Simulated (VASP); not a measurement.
A run of VASP 6.6.1 is set up as follows.

INCAR

```
SYSTEM = InSe
PREC = Accurate
ENCUT = 520
EDIFF = 1E-6
ISMEAR = 0
SIGMA = 0.05
LREAL = .False.
LASPH = .True.
NELM = 100
ALGO = Normal
ISIF = 2
LWAVE = .False.
LCHARG = .True.
LDIPOL = .True.
IDIPOL = 3
DIPOL = 0.5 0.5 0.405
GGA = PE
IVDW = 12
LELF = .True.
LVHAR = .True.
LVACPOTAV = .True.
NBANDS = 48
```

Contents of KPOINTS:

```
regular mesh
0
Gamma
  9 9 1
  0 0 0
```

The input POSCAR:

```
InSe
1.0
    4.0266404825      0.0000000000      0.0000000000
   -2.0133202413      3.4871729498      0.0000000000
    0.0000000000      0.0000000000     28.2710567674
Se In
4 4
Direct
    0.0000000000      0.0000000000      0.1591733920
    0.0000000000      0.0000000000      0.3495092268
    0.0000000000      0.4444444444      0.4602726954
    0.0000000000      0.4444444444      0.6506084288
    0.6666666667      0.3333333333      0.2049732596
    0.6666666667      0.3333333333      0.3038086285
    0.6666666667      0.7777777778      0.5059730052
    0.6666666667      0.7777777778      0.6048086475
```

Potentials or basis: VASP PAW PBE potentials, release 64 (Se, In_d).

Launch:

```sh
$ cat potpaw_PBE.64/Se/POTCAR potpaw_PBE.64/In_d/POTCAR > POTCAR
$ mpirun -np 1 vasp_std > vasp.out
```

Task: What does it give for the dispersion energy per atom?

Result: -0.257 eV.

Task: Predict the largest force.

Result: 0.047 eV/Å.

Task: What does it give for the band gap on the k mesh?

Result: 1.07 eV, indirect (least direct gap 1.13 eV).

Forces in eV/Å, atoms in the order of the input:
```
Se  -0.001 -0.001 -0.015
Se   0.012 -0.043  0.015
Se  -0.031  0.032 -0.015
Se  -0.002  0.000  0.015
In  -0.001 -0.003  0.013
In   0.011  0.010 -0.014
In   0.014  0.005  0.014
In  -0.003  0.001 -0.013
```

Caveat: spin-orbit coupling is left out, which moves the levels of the heavy elements.
